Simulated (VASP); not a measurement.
# CsCl (Pm-3m) in VASP: a series of runs

CsCl is run at these levels: r2SCAN; tasks: relaxation of the atoms.

Everything below comes from runs of VASP 6.6.1. Logs are shortened: lines on timing, memory, paths and dates and some standing lists are left out, and cuts for length are marked.

## (1) The cell of the first run

The structure is cubic, space group Pm-3m (No. 221). Conventional cell: a = 4.167 Å, b = 4.167 Å, c = 4.167 Å, α = 90.00°, β = 90.00°, γ = 90.00°. Within 4.7 Å of Cs (site symmetry m-3m) lie 8 Cl at 3.61 Å and 6 Cs at 4.17 Å. Within 4.7 Å of Cl (site symmetry m-3m) lie 8 Cs at 3.61 Å and 6 Cl at 4.17 Å.

## (2) Relaxation of the atoms, r2SCAN

POSCAR reads:

```
CsCl
1.0
    4.1673869900      0.0000000000      0.0000000000
    0.0000000000      4.1673869900      0.0000000000
    0.0000000000      0.0000000000      4.1673869900
Cs Cl
1 1
Direct
    0.0000000000      0.0000000000      0.0000000000
    0.5000000000      0.5000000000      0.5000000000
```

INCAR.step1 reads:

```
ALGO     = Normal         # electronic algorithm
EDIFF    = 1E-5           # SCF threshold, eV
EDIFFG   = -0.01          # ionic threshold
ENCUT    = 500            # plane-wave cutoff, eV
GGA      = PE             # functional
GGA_COMPAT= F            
IBRION   = 2              # ionic algorithm
ISMEAR   = -1             # smearing method
LASPH    = T              # aspherical terms in the spheres
LCHARG   = F              # write CHGCAR
LREAL    = F              # projectors in reciprocal space
LWAVE    = T              # write WAVECAR
NELM     = 120            # most SCF steps
NELMIN   = 4            
NSW      = 100            # ionic steps
PREC     = Accurate       # precision mode
SIGMA    = 0.02           # smearing width, eV
```

INCAR.step2 reads:

```
ALGO     = Normal         # electronic algorithm
EDIFF    = 1E-7           # SCF threshold, eV
EDIFFG   = -0.01          # ionic threshold
ENCUT    = 500            # plane-wave cutoff, eV
GGA_COMPAT= F            
IBRION   = 2              # ionic algorithm
ISIF     = 2              # what is computed and relaxed
ISMEAR   = -1             # smearing method
ISTART   = 1            
LASPH    = T              # aspherical terms in the spheres
LCHARG   = F              # write CHGCAR
LMIXTAU  = T            
LREAL    = F              # projectors in reciprocal space
LWAVE    = F              # write WAVECAR
METAGGA  = R2SCAN         # meta-GGA
NELM     = 120            # most SCF steps
NELMIN   = 4            
NSW      = 50             # ionic steps
PREC     = Accurate       # precision mode
SIGMA    = 0.02           # smearing width, eV
```

KPOINTS reads:

```
k-points
0
Gamma
  8 8 8
```

Potentials or basis: VASP PAW PBE potentials, release 64 (Cs_sv, Cl).

The run is started by

```bash
$ cat potpaw_PBE.64/Cs_sv/POTCAR potpaw_PBE.64/Cl/POTCAR > POTCAR
$ cp INCAR.step1 INCAR
$ mpirun -np 1 vasp_std > vasp.out
$ cp INCAR.step2 INCAR
$ mpirun -np 1 vasp_std > vasp.out
```

OUTCAR:

```text
EDIFF = 1E-7
   EDIFFG = -0.01
   ENCUT = 500
   IBRION = 2
   ISIF = 2
   ISMEAR = -1
   ISTART = 1
   LASPH = T
   LREAL = F
   METAGGA = R2SCAN
   NELM = 120
   NELMIN = 4
   NSW = 50
   PREC = Accurate

 ion  position               nearest neighbor table
   1  0.000  0.000  0.000-
   2  0.500  0.500  0.500-

  LATTYP: Found a simple cubic cell.
 ALAT       =     4.1673869900

  Lattice vectors:

 A1 = (   4.1673869900,   0.0000000000,   0.0000000000)
 A2 = (   0.0000000000,   4.1673869900,   0.0000000000)
 A3 = (   0.0000000000,   0.0000000000,   4.1673869900)

Analysis of symmetry for initial positions (statically):
=====================================================================
 Subroutine PRICEL returns:
 Original cell was already a primitive cell.

 Routine SETGRP: Setting up the symmetry group for a
 simple cubic supercell.

 Subroutine GETGRP returns: Found 48 space group operations
 (whereof 48 operations were pure point group operations)
 out of a pool of 48 trial point group operations.

The static configuration has the point symmetry O_h .

Analysis of symmetry for dynamics (positions and initial velocities):
=====================================================================
 Subroutine PRICEL returns:
 Original cell was already a primitive cell.

 Routine SETGRP: Setting up the symmetry group for a
 simple cubic supercell.

 Subroutine GETGRP returns: Found 48 space group operations
 (whereof 48 operations were pure point group operations)
 out of a pool of 48 trial point group operations.

The dynamic configuration has the point symmetry O_h .

 Subroutine INISYM returns: Found 48 space group operations
 (whereof 48 operations are pure point group operations),
 and found     1 'primitive' translations

----------------------------------------------------------------------------------------

                                     Primitive cell

  volume of cell :      72.3755

  direct lattice vectors                    reciprocal lattice vectors
     4.167386990  0.000000000  0.000000000     0.239958517  0.000000000  0.000000000
     0.000000000  4.167386990  0.000000000     0.000000000  0.239958517  0.000000000
     0.000000000  0.000000000  4.167386990     0.000000000  0.000000000  0.239958517

  length of vectors
     4.167386990  4.167386990  4.167386990     0.239958517  0.239958517  0.239958517

  position of ions in fractional coordinates (direct lattice)
     0.000000000  0.000000000  0.000000000
     0.500000000  0.500000000  0.500000000
[... 87 lines left out ...]
   PSTRESS=    0.0 pullay stress
   NELECT =      16.0000    total number of electrons
   NUPDOWN=      -1.0000    fix difference up-down
   EMIN   =  10.00;   EMAX   =-10.00  energy-range for DOS
   EFERMI =   0.00;   METHOD = LEGACY
   ISMEAR =    -1;   SIGMA  =   0.02  broadening in eV -4-tet -1-fermi 0-gaus
   EFERMI_NEDOS =   21; number of points for ismear=-14 and -15
   IALGO  =     38    algorithm
   IMIX   =      4    mixing-type and parameters
     AMIX     =   0.40;   BMIX     =  1.00
     AMIX_MAG =   1.60;   BMIX_MAG =  1.00
  volume/ion in A,a.u.               =      36.19       244.21
  Fermi-wavevector in a.u.,A,eV,Ry     =   0.989884  1.870610 13.331947  0.979870
  Thomas-Fermi vector in A             =   2.121515
   LORBIT       =      0    0 simple, 1 ext, 2 COOP (PROOUT), +10 PAW based schemes
   METAGGA = R2SCAN    functional components
   LHFCALC =     F    Hartree Fock is set to
   AEXX    =    0.0000 exact exchange contribution
   IVDW    =     0    specifies the selected vdW correction
   LEPSILON=     F    determine dielectric tensor
   LRPA    =     F    only Hartree local field effects (RPA)
 conjugate gradient relaxation of ions
 non-spin polarized calculation
  energy-cutoff  :      500.00
  volume of cell :       72.38
 maximum number of plane-waves:      1856
   NGX = 15   NGY = 15   NGZ = 15

 number of electron      15.9999994 magnetization

 Free energy of the ion-electron system (eV)
  ---------------------------------------------------
  ext. energy  EPLUGINS =         0.00000000
  ---------------------------------------------------
  free energy    TOTEN  =       -35.52366714 eV

  energy without entropy =      -35.52366714  energy(sigma->0) =      -35.52366714

 E-fermi :  -0.3604     XC(G=0):  -8.5182

 val. band max:       -0.8543451033   @ k =   0.0000   0.0000   0.0000
 cond. band min:       5.0443455213   @ k =   0.0000   0.0000   0.0000
 fundamental gap:      5.8986906245
 Fermi energy:        -0.3603798860

 k-point     1 :       0.0000    0.0000    0.0000
  band No.  band energies     occupation
      1     -20.7853      2.00000
      2     -13.5406      2.00000
      3      -6.9165      2.00000
      4      -6.9165      2.00000
      5      -6.9165      2.00000
      6      -0.8543      2.00000
      7      -0.8543      2.00000
      8      -0.8543      2.00000
      9       5.0443      0.00000
     10       5.0703      0.00000
     11       5.0703      0.00000
     12       9.7770      0.00000
[... 331 lines left out ...]
 k-point    24 :       0.5000    0.3750    0.1250
  band No.  band energies     occupation
      1     -20.6445      2.00000
      2     -13.4654      2.00000
      3      -7.5778      2.00000
      4      -7.4951      2.00000
      5      -6.8377      2.00000
      6      -1.4241      2.00000
      7      -1.3617      2.00000
      8      -1.0376      2.00000
      9       6.2304      0.00000
     10       6.2749      0.00000
     11       7.9160      0.00000
     12       7.9356      0.00000

 [... further k-points ...]

------------------------ aborting loop because EDIFF is reached ----------------------------------------

  FORCE on cell =-STRESS in cart. coord.  units (eV):
  Direction    XX          YY          ZZ          XY          YZ          ZX
  --------------------------------------------------------------------------------------
  -------------------------------------------------------------------------------------
  Total       -0.1491200     -0.1491200     -0.1491200      0.0000000      0.0000000     -0.0000000
  in kB       -3.3010729     -3.3010729     -3.3010729      0.0000000      0.0000000     -0.0000000
  external PRESSURE =      -3.3010729 kB  Pullay stress =       0.0000000 kB

 VOLUME and BASIS-vectors are now :
 -----------------------------------------------------------------------------
  energy-cutoff  :      500.00
  volume of cell :       72.38
      direct lattice vectors                 reciprocal lattice vectors
     4.167386990  0.000000000  0.000000000     0.239958517  0.000000000  0.000000000
     0.000000000  4.167386990  0.000000000     0.000000000  0.239958517  0.000000000
     0.000000000  0.000000000  4.167386990     0.000000000  0.000000000  0.239958517

 POSITION                                       TOTAL-FORCE (eV/Angst)
 -----------------------------------------------------------------------------------
      0.00000      0.00000      0.00000         0.000000      0.000000      0.000000
      2.08369      2.08369      2.08369         0.000000      0.000000      0.000000
 -----------------------------------------------------------------------------------
    total drift:                                0.000000      0.000000     -0.000000

  FREE ENERGIE OF THE ION-ELECTRON SYSTEM (eV)
  ---------------------------------------------------
  free  energy   TOTEN  =       -35.5236671371 eV

  energy  without entropy=      -35.5236671371  energy(sigma->0) =      -35.52366714

 reached required accuracy - stopping structural energy minimisation
```

It took 59 s on 1 thread of AMD EPYC 9R45 (Zen 5), shared host; peak memory 0.15 GiB.

What came out:

| Quantity | Value |
| --- | --- |
| Free energy | -35.5237 eV |
| Pressure after relaxing | -0.3 GPa |
| Band gap on the k mesh | 5.90 eV |

Final structure:
```
Cs Cl
1.0
     4.16739    0.00000    0.00000
     0.00000    4.16739    0.00000
     0.00000    0.00000    4.16739
Cs Cl
1 1
Direct
  0.00000 0.00000 0.00000
  0.50000 0.50000 0.50000
```

Caveat: the relaxation stopped at its first step, so nothing moved; the PAW data sets were made with another functional, which shifts forces and pressure a little; spin-orbit coupling is left out, which moves the levels of the heavy elements. r2SCAN opens gaps a little over a GGA but as a rule still falls short of measured ones.

## (3) Relaxation of the atoms, r2SCAN

This run uses another cell than the first one, of 36.90 Å³/atom.

POSCAR reads:

```
CsCl
1.0
    4.1944487100      0.0000000000      0.0000000000
    0.0000000000      4.1944487100      0.0000000000
    0.0000000000      0.0000000000      4.1944487100
Cs Cl
1 1
Direct
    0.0000000000      0.0000000000      0.0000000000
    0.5000000000      0.5000000000      0.5000000000
```

INCAR.step1 reads:

```
SYSTEM = CsCl
PREC     = Accurate       ! precision mode
ENCUT    = 500            ! plane-wave cutoff, eV
ISMEAR   = -1             ! smearing method
SIGMA    = 0.02           ! smearing width, eV
LREAL    = .False.        ! projectors in reciprocal space
LASPH    = .True.         ! aspherical terms in the spheres
NELM     = 120            ! most SCF steps
GGA      = PE             ! functional
ALGO     = Normal         ! electronic algorithm
EDIFF    = 1E-5           ! SCF threshold, eV
LWAVE    = .True.         ! write WAVECAR
LCHARG   = .False.        ! write CHGCAR
GGA_COMPAT= .False.      
IBRION   = 2              ! ionic algorithm
EDIFFG   = -0.01          ! ionic threshold
NELMIN   = 4            
NSW      = 100            ! ionic steps
```

INCAR.step2 reads:

```
SYSTEM = CsCl
PREC     = Accurate       ! precision mode
ENCUT    = 500            ! plane-wave cutoff, eV
EDIFF    = 1E-7           ! SCF threshold, eV
ISMEAR   = -1             ! smearing method
SIGMA    = 0.02           ! smearing width, eV
LREAL    = .False.        ! projectors in reciprocal space
LASPH    = .True.         ! aspherical terms in the spheres
NELM     = 120            ! most SCF steps
ALGO     = Normal         ! electronic algorithm
ISIF     = 2              ! what is computed and relaxed
LWAVE    = .False.        ! write WAVECAR
LCHARG   = .False.        ! write CHGCAR
METAGGA  = R2SCAN         ! meta-GGA
LMIXTAU  = .True.       
IBRION   = 2              ! ionic algorithm
NSW      = 50             ! ionic steps
EDIFFG   = -0.01          ! ionic threshold
ISTART   = 1            
GGA_COMPAT= .False.      
NELMIN   = 4
```

KPOINTS reads:

```
Automatic mesh
0
Gamma
  8 8 8
  0 0 0
```

Potentials or basis: VASP PAW PBE potentials, release 64 (Cs_sv, Cl).

The run is started by

```bash
$ cat potpaw_PBE.64/Cs_sv/POTCAR potpaw_PBE.64/Cl/POTCAR > POTCAR
$ cp INCAR.step1 INCAR
$ mpirun -np 1 vasp_std > vasp.out
$ cp INCAR.step2 INCAR
$ mpirun -np 1 vasp_std > vasp.out
```

It took 62 s on 1 thread of AMD EPYC 9R45 (Zen 5), shared host; peak memory 0.16 GiB.

Results (log left out):

| Item | Value |
| --- | --- |
| Free energy | -35.5198 eV |
| Pressure after relaxing | -0.6 GPa |
| Band gap on the k mesh | 5.81 eV |

Final structure:
```xyz
2
Lattice="4.1944 0.0000 0.0000 0.0000 4.1944 0.0000 0.0000 0.0000 4.1944" Properties=species:S:1:pos:R:3 pbc="T T T"
Cs    0.0000    0.0000    0.0000
Cl    2.0972    2.0972    2.0972
```

Levels at points of the mesh, in eV from the valence-band top:
```tsv
k point	band 6	band 7	band 8	band 9	band 10	band 11
(0.00, 0.00, 0.00)	0.00	0.00	0.00	5.81	5.94	5.94
(0.50, 0.00, 0.00)	-1.05	-0.19	-0.19	6.92	8.05	9.31
(0.50, 0.50, 0.00)	-0.42	-0.42	-0.04	6.51	6.60	8.57
(0.50, 0.50, 0.50)	-0.98	-0.98	-0.98	8.95	8.95	8.95
```

Caveat: the relaxation stopped at its first step, so nothing moved; the PAW data sets were made with another functional, which shifts forces and pressure a little; spin-orbit coupling is left out, which moves the levels of the heavy elements. A k mesh can miss the band edges.
